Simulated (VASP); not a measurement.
# TeW (F-43m) in VASP: further runs

TeW is run at these levels: PBEsol, r2SCAN; tasks: single point.

All numbers are computed with VASP 6.6.1; they aren't measurements. Logs are shortened: lines on timing, memory, paths and dates and some standing lists are left out, and cuts for length are marked.

**1. The cell of the first run**

It takes space group F-43m (No. 216, cubic). Conventional cell: a = 6.048 Å, b = 6.048 Å, c = 6.048 Å, α = 90.00°, β = 90.00°, γ = 90.00°. Within 3.5 Å of W (site symmetry -43m) lie 4 Te at 2.62 Å. Te (site symmetry -43m) has 4 W at 2.62 Å within 3.5 Å.

**2. Single point, PBEsol, collinear spin, ferromagnetic start**

Input file INCAR:

```
PREC = Accurate
ENCUT = 520
EDIFF = 1E-6
ISMEAR = 0
SIGMA = 0.1
LREAL = False
LASPH = True
NELM = 150
ALGO = Normal
ISIF = 2
LWAVE = False
LCHARG = False
ISPIN = 2
MAGMOM = 0.5 0
LORBIT = 11
LMAXMIX = 4
GGA = PS
NBANDS = 21
```

Input file KPOINTS:

```
Automatic mesh
0
Gamma
  12 12 12
```

Input file POSCAR:

```
TeW
1.0
    0.0000000000      3.0241765070      3.0241765070
    3.0241765070      0.0000000000      3.0241765070
    3.0241765070      3.0241765070      0.0000000000
W Te
1 1
Direct
    0.0000000000      0.0000000000      0.0000000000
    0.2500000000      0.2500000000      0.2500000000
```

Potentials or basis: VASP PAW PBE potentials, release 64 (W_sv, Te).

Started as:

```
> cat potpaw_PBE.64/W_sv/POTCAR potpaw_PBE.64/Te/POTCAR > POTCAR
> mpirun -np 1 vasp_std > vasp.out
```

OUTCAR:

```text
PREC = Accurate
   ENCUT = 520
   EDIFF = 1E-6
   ISMEAR = 0
   LREAL = False
   LASPH = True
   NELM = 150
   ISIF = 2
   ISPIN = 2
   LORBIT = 11
   GGA = PS

 ion  position               nearest neighbor table
   1  0.000  0.000  0.000-   2 2.62   2 2.62   2 2.62   2 2.62
   2  0.250  0.250  0.250-   1 2.62   1 2.62   1 2.62   1 2.62

  LATTYP: Found a face centered cubic cell.
 ALAT       =     6.0483530140

  Lattice vectors:

 A1 = (   0.0000000000,   3.0241765070,   3.0241765070)
 A2 = (   3.0241765070,   0.0000000000,   3.0241765070)
 A3 = (   3.0241765070,   3.0241765070,   0.0000000000)

Analysis of symmetry for initial positions (statically):
=====================================================================
 Subroutine PRICEL returns:
 Original cell was already a primitive cell.

 Routine SETGRP: Setting up the symmetry group for a
 face centered cubic supercell.

 Subroutine GETGRP returns: Found 24 space group operations
 (whereof 24 operations were pure point group operations)
 out of a pool of 48 trial point group operations.

The static configuration has the point symmetry T_d .

Analysis of symmetry for dynamics (positions and initial velocities):
=====================================================================
 Subroutine PRICEL returns:
 Original cell was already a primitive cell.

 Routine SETGRP: Setting up the symmetry group for a
 face centered cubic supercell.

 Subroutine GETGRP returns: Found 24 space group operations
 (whereof 24 operations were pure point group operations)
 out of a pool of 48 trial point group operations.

The dynamic configuration has the point symmetry T_d .

Analysis of structural, dynamic, and magnetic symmetry:
=====================================================================
 Subroutine PRICEL returns:
 Original cell was already a primitive cell.

 Routine SETGRP: Setting up the symmetry group for a
 face centered cubic supercell.

 Subroutine GETGRP returns: Found 24 space group operations
 (whereof 24 operations were pure point group operations)
 out of a pool of 48 trial point group operations.

The overall configuration has the point symmetry T_d .

 Subroutine INISYM returns: Found 24 space group operations
 (whereof 24 operations are pure point group operations),
 and found     1 'primitive' translations

----------------------------------------------------------------------------------------

                                     Primitive cell

  volume of cell :      55.3161

  direct lattice vectors                    reciprocal lattice vectors
     0.000000000  3.024176507  3.024176507    -0.165334265  0.165334265  0.165334265
     3.024176507  0.000000000  3.024176507     0.165334265 -0.165334265  0.165334265
     3.024176507  3.024176507  0.000000000     0.165334265  0.165334265 -0.165334265

  length of vectors
     4.276831431  4.276831431  4.276831431     0.286367347  0.286367347  0.286367347

  position of ions in fractional coordinates (direct lattice)
     0.000000000  0.000000000  0.000000000
     0.250000000  0.250000000  0.250000000

  ion indices of the primitive-cell ions
   primitive index   ion index
                 1           1
                 2           2

----------------------------------------------------------------------------------------

 KPOINTS: Automatic mesh

Automatic generation of k-mesh.
 Grid dimensions read from file:
 generate k-points for:   12   12   12

 Generating k-lattice:

  Cartesian coordinates                     Fractional coordinates (reciprocal lattice)
    -0.013777855  0.013777855  0.013777855     0.083333333  0.000000000  0.000000000
     0.013777855 -0.013777855  0.013777855     0.000000000  0.083333333  0.000000000
     0.013777855  0.013777855 -0.013777855     0.000000000  0.000000000  0.083333333

  Length of vectors
     0.023863946  0.023863946  0.023863946

  Shift w.r.t. Gamma in fractional coordinates (k-lattice)
     0.000000000  0.000000000  0.000000000

 Subroutine IBZKPT returns following result:
 ===========================================

 Found     72 irreducible k-points:

 Following reciprocal coordinates:
            Coordinates               Weight
  0.000000  0.000000  0.000000      1.000000
  0.083333  0.000000  0.000000      8.000000
  0.166667  0.000000  0.000000      8.000000
  0.250000  0.000000  0.000000      8.000000
  0.333333  0.000000  0.000000      8.000000
  0.416667  0.000000  0.000000      8.000000
[... 16 lines left out ...]
  0.500000  0.166667  0.000000     24.000000
 -0.416667  0.166667  0.000000     24.000000
 [... further k-points ...]
   k-points           NKPTS =     72   k-points in BZ     NKDIM =     72   number of bands    NBANDS=     21
   number of dos      NEDOS =    301   number of ions     NIONS =      2
   total plane-waves  NPLWV =  32768
   dimension x,y,z NGX =    32 NGY =   32 NGZ =   32
   dimension x,y,z NGXF=    64 NGYF=   64 NGZF=   64
   ions per type =               1   1
   NGX,Y,Z   is equivalent  to a cutoff of  12.44, 12.44, 12.44 a.u.
   NGXF,Y,Z  is equivalent  to a cutoff of  24.88, 24.88, 24.88 a.u.
 SYSTEM =  unknown system
   PREC   = accura    normal or accurate (medium, high low for compatibility)
   ISTART =      0    job   : 0-new  1-cont  2-samecut
   ICHARG =      2    charge: 1-file 2-atom 10-const
   ISPIN  =      2    spin polarized calculation?
   LNONCOLLINEAR =      F non collinear calculations
   LSORBIT =      F    spin-orbit coupling
   LASPH  =      T    aspherical Exc in radial PAW
   ENCUT  =  520.0 eV  38.22 Ry    6.18 a.u.   7.95  7.95  7.95*2*pi/ulx,y,z
   NELM   =    150;   NELMIN=  2; NELMDL= -5     # of ELM steps
   EDIFF  = 0.1E-05   stopping-criterion for ELM
   LREAL  =      F    real-space projection
   EDIFFG = 0.1E-04   stopping-criterion for IOM
   NSW    =      0    number of steps for IOM
   IBRION =     -1    ionic relax: 0-MD 1-quasi-New 2-CG
   NFREE  =      0    steps in history (QN), initial steepest desc. (CG)
   ISIF   =      2    stress and relaxation
   ISYM   =      2    0-nonsym 1-usesym 2-fastsym
   POTIM  = 0.5000    time-step for ionic-motion
   TEBEG  =    0.0;   TEEND  =   0.0 temperature during run
   PSTRESS=    0.0 pullay stress
   NELECT =      20.0000    total number of electrons
   NUPDOWN=      -1.0000    fix difference up-down
   EMIN   =  10.00;   EMAX   =-10.00  energy-range for DOS
   EFERMI =   0.00;   METHOD = LEGACY
   ISMEAR =     0;   SIGMA  =   0.10  broadening in eV -4-tet -1-fermi 0-gaus
   EFERMI_NEDOS =   21; number of points for ismear=-14 and -15
   IALGO  =     38    algorithm
   IMIX   =      4    mixing-type and parameters
     AMIX     =   0.40;   BMIX     =  1.00
     AMIX_MAG =   1.60;   BMIX_MAG =  1.00
  volume/ion in A,a.u.               =      27.66       186.65
  Fermi-wavevector in a.u.,A,eV,Ry     =   1.166275  2.203940 18.506614  1.360198
  Thomas-Fermi vector in A             =   2.302790
   LORBIT       =     11    0 simple, 1 ext, 2 COOP (PROOUT), +10 PAW based schemes
   GGA     = PS    functional components
   LHFCALC =     F    Hartree Fock is set to
   AEXX    =    0.0000 exact exchange contribution
   IVDW    =     0    specifies the selected vdW correction
   LEPSILON=     F    determine dielectric tensor
   LRPA    =     F    only Hartree local field effects (RPA)
 spin polarized calculation
 Gauss-broadening in eV      SIGMA  =   0.10
  energy-cutoff  :      520.00
  volume of cell :       55.32
 maximum number of plane-waves:      1524
   NGX = 15   NGY = 15   NGZ = 15

 number of electron      19.9999999 magnetization       1.3612251

 Free energy of the ion-electron system (eV)
  ---------------------------------------------------
  ext. energy  EPLUGINS =         0.00000000
  ---------------------------------------------------
  free energy    TOTEN  =       -14.28120971 eV

  energy without entropy =      -14.26863641  energy(sigma->0) =      -14.27492306

 E-fermi :   6.4948     XC(G=0): -10.1535

 val. band max:        6.4927878030   @ k =  -0.3333   0.4167   0.0833
 cond. band min:       6.5024853215   @ k =  -0.3333   0.3333   0.0000
 fundamental gap:      0.0096975185
 Fermi energy:         6.4948061462

 spin component 1

 k-point     1 :       0.0000    0.0000    0.0000
  band No.  band energies     occupation
      1     -67.5264      1.00000
      2     -31.8711      1.00000
      3     -31.8711      1.00000
      4     -31.8711      1.00000
      5      -6.6223      1.00000
      6       2.1911      1.00000
[... 13 lines left out ...]
     20      17.3586      0.00000
     21      17.3586      0.00000

 k-point     2 :       0.0833    0.0000    0.0000
  band No.  band energies     occupation
      1     -67.5264      1.00000
      2     -31.8727      1.00000
      3     -31.8714      1.00000
      4     -31.8714      1.00000
      5      -6.5684      1.00000
      6       2.0620      1.00000
[... 13 lines left out ...]
     20      17.2664      0.00000
     21      17.3874      0.00000

 k-point     3 :       0.1667    0.0000    0.0000
  band No.  band energies     occupation
      1     -67.5263      1.00000
      2     -31.8769      1.00000
      3     -31.8720      1.00000
      4     -31.8720      1.00000
      5      -6.4164      1.00000
      6       1.7487      1.00000
[... 13 lines left out ...]
     20      17.1415      0.00000
     21      18.2678      0.00000
[... 457 lines left out ...]
 k-point    23 :       0.5000    0.1667    0.0000
  band No.  band energies     occupation
      1     -67.5259      1.00000
      2     -31.8926      1.00000
      3     -31.8776      1.00000
      4     -31.8759      1.00000
      5      -5.6270      1.00000
      6       0.9279      1.00000
[... 13 lines left out ...]
     20      18.2688      0.00000
     21      20.2792      0.00000

 k-point    24 :      -0.4167    0.1667    0.0000
  band No.  band energies     occupation
      1     -67.5259      1.00000
      2     -31.8929      1.00000
      3     -31.8782      1.00000
      4     -31.8755      1.00000
      5      -5.6090      1.00000
      6       0.9643      1.00000
[... 13 lines left out ...]
     20      17.7984      0.00000
     21      20.5178      0.00000

 [... further k-points ...]

 spin component 2

 k-point     1 :       0.0000    0.0000    0.0000
  band No.  band energies     occupation
      1     -67.0677      1.00000
      2     -31.2530      1.00000
      3     -31.2530      1.00000
      4     -31.2530      1.00000
      5      -6.5087      1.00000
      6       2.4787      1.00000
[... 13 lines left out ...]
     20      17.5768      0.00000
     21      17.5768      0.00000

 k-point     2 :       0.0833    0.0000    0.0000
  band No.  band energies     occupation
      1     -67.0676      1.00000
      2     -31.2545      1.00000
      3     -31.2532      1.00000
      4     -31.2532      1.00000
      5      -6.4568      1.00000
      6       2.3449      1.00000
[... 13 lines left out ...]
     20      17.5028      0.00000
     21      17.6594      0.00000

 k-point     3 :       0.1667    0.0000    0.0000
  band No.  band energies     occupation
      1     -67.0676      1.00000
      2     -31.2589      1.00000
      3     -31.2539      1.00000
      4     -31.2539      1.00000
      5      -6.3108      1.00000
      6       2.0211      1.00000
[... 13 lines left out ...]
     20      17.4089      0.00000
     21      18.5633      0.00000
[... 457 lines left out ...]
 k-point    23 :       0.5000    0.1667    0.0000
  band No.  band energies     occupation
      1     -67.0672      1.00000
      2     -31.2749      1.00000
      3     -31.2595      1.00000
      4     -31.2578      1.00000
      5      -5.5588      1.00000
      6       1.1932      1.00000
[... 13 lines left out ...]
     20      18.5626      0.00000
     21      20.4886      0.00000

 k-point    24 :      -0.4167    0.1667    0.0000
  band No.  band energies     occupation
      1     -67.0672      1.00000
      2     -31.2752      1.00000
      3     -31.2602      1.00000
      4     -31.2574      1.00000
      5      -5.5417      1.00000
      6       1.2241      1.00000
[... 13 lines left out ...]
     20      18.1141      0.00000
     21      20.7353      0.00000

 [... further k-points ...]

------------------------ aborting loop because EDIFF is reached ----------------------------------------

  FORCE on cell =-STRESS in cart. coord.  units (eV):
  Direction    XX          YY          ZZ          XY          YZ          ZX
  --------------------------------------------------------------------------------------
  -------------------------------------------------------------------------------------
  Total        0.0362007      0.0362007      0.0362007      0.0000000      0.0000000      0.0000000
  in kB        1.0485191      1.0485191      1.0485191      0.0000000      0.0000000      0.0000000
  external PRESSURE =       1.0485191 kB  Pullay stress =       0.0000000 kB

 VOLUME and BASIS-vectors are now :
 -----------------------------------------------------------------------------
  energy-cutoff  :      520.00
  volume of cell :       55.32
      direct lattice vectors                 reciprocal lattice vectors
     0.000000000  3.024176507  3.024176507    -0.165334265  0.165334265  0.165334265
     3.024176507  0.000000000  3.024176507     0.165334265 -0.165334265  0.165334265
     3.024176507  3.024176507  0.000000000     0.165334265  0.165334265 -0.165334265

 POSITION                                       TOTAL-FORCE (eV/Angst)
 -----------------------------------------------------------------------------------
      0.00000      0.00000      0.00000        -0.000000     -0.000000     -0.000000
      1.51209      1.51209      1.51209         0.000000      0.000000      0.000000
 -----------------------------------------------------------------------------------
    total drift:                               -0.000000     -0.000000     -0.000000

  FREE ENERGIE OF THE ION-ELECTRON SYSTEM (eV)
  ---------------------------------------------------
  free  energy   TOTEN  =       -14.2812097063 eV

  energy  without entropy=      -14.2686364070  energy(sigma->0) =      -14.27492306

 total charge

# of ion       s       p       d       tot
------------------------------------------
    1        2.337   6.141   3.539  12.016
    2        1.323   2.070   0.145   3.538
--------------------------------------------------
tot          3.660   8.211   3.684  15.554

 magnetization (x)

# of ion       s       p       d       tot
------------------------------------------
    1        0.037   0.014   1.013   1.064
    2       -0.008  -0.041   0.028  -0.021
--------------------------------------------------
tot          0.029  -0.028   1.042   1.043
```

Wall time 47 s (1 thread of Intel Xeon 6975P-C (Granite Rapids), shared host); peak memory 0.29 GiB.

What came out:

```yaml
Free_energy: -14.2812 eV
Pressure: 0.1 GPa
Net_moment: 1.36 μB per cell
Site_moments: W +1.06; Te -0.02 μB
Valence_electrons_inside_the_program's_atomic_spheres: W 12.02; Te 3.54
```

Caveat: the PAW data sets were made with another functional, which shifts forces and pressure a little; spin-orbit coupling is left out, which moves the levels of the heavy elements.

**3. Single point, PBEsol, collinear spin, ferromagnetic start**

Input file INCAR:

```
  PREC = Accurate
  ENCUT = 520
  EDIFF = 1E-7
  ISMEAR = 0
  SIGMA = 0.1
  LREAL = F
  LASPH = T
  NELM = 150
  ALGO = Normal
  ISIF = 2
  LWAVE = F
  LCHARG = F
  ISPIN = 2
  MAGMOM = 1 0
  LORBIT = 11
  LMAXMIX = 4
  GGA = PS
  NBANDS = 21
```

KPOINTS is that of step 2.

POSCAR is that of step 2.

Potentials or basis: VASP PAW PBE potentials, release 64 (W_sv, Te).

Started as:

```
> cat potpaw_PBE.64/W_sv/POTCAR potpaw_PBE.64/Te/POTCAR > POTCAR
> mpirun -np 1 vasp_std > vasp.out
```

Wall time 49 s (1 thread of Intel Xeon 6975P-C (Granite Rapids), shared host); peak memory 0.29 GiB.

Results (log left out):

```
Free energy                                           : -14.2812 eV
Pressure                                              : 0.1 GPa
Net moment                                            : 1.36 μB per cell
Site moments                                          : W +1.06; Te -0.02 μB
Valence electrons inside the program's atomic spheres : W 12.02; Te 3.54
```

Levels at points of the mesh, in eV from the Fermi level:
Spin up:
```
           k point  band 8  band 9  band 10  band 11  band 12  band 13  band 14  band 15
(0.00, 0.00, 0.00)   -4.30   -0.87    -0.87     1.38     4.50     4.50     4.50     5.79
(0.50, 0.00, 0.00)   -4.00   -0.59    -0.59    -0.56     2.05     2.05     3.11     7.71
(0.50, 0.50, 0.00)   -3.41   -1.57    -1.00    -0.32     0.40     0.40     5.65     5.80
```
Spin down:
```csv
k point,band 5,band 6,band 7,band 8,band 9,band 10,band 11,band 12,band 13,band 14
"(0.00, 0.00, 0.00)",-13.00,-4.02,-4.02,-4.02,0.11,0.11,1.64,4.79,4.79,4.79
"(0.50, 0.00, 0.00)",-12.13,-5.46,-3.69,-3.69,-0.02,0.33,0.33,2.44,2.44,3.42
"(0.50, 0.50, 0.00)",-11.81,-5.78,-3.21,-3.21,-1.18,-0.17,0.75,0.92,0.92,6.03
```

Caveat: the PAW data sets were made with another functional, which shifts forces and pressure a little; spin-orbit coupling is left out, which moves the levels of the heavy elements.

(Part 1 of 2 ends here.)
